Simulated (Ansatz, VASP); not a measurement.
**CdTe: VASP beside Ansatz**

```
CELL_PARAMETERS angstrom
3.66036 0.00000 0.00000
0.00000 3.66036 0.00000
0.00000 0.00000 4.01563
ATOMIC_POSITIONS crystal
Cd 0.50000 0.50000 0.00000
Te 0.00000 0.00000 0.50000
```

Alike in both runs: functional PBE; k mesh 5 × 5 × 5; occupations gaussian, width 0.2 eV; no spin polarisation.

Ansatz relaxed the structure, and its values are those at the end. VASP's run is a single point on that final structure, the one shown.

|  | VASP | Ansatz |
| --- | --- | --- |
| version | VASP 6.6.1 | Ansatz 0.2.0 |
| potentials or method | VASP PAW PBE potentials, release 64 (Cd, Te), cutoff 500 eV | scalar-relativistic, plane waves, PAW |
| valence electrons in the cell | 18 | 36 |

|  | VASP | Ansatz | Ansatz less VASP |
| --- | --- | --- | --- |
| gap on the k mesh at the Fermi level (eV) | none | none | - |
| pressure (GPa) | 0.0 | -0.1 | -0.12 |

A gap of «none» marks a metal or a gap that the smearing closes. VASP's potentials hold 18 valence electrons a cell and Ansatz's 36, so a difference there can come from the potentials and not from the codes.

Neither program's run includes spin-orbit coupling.
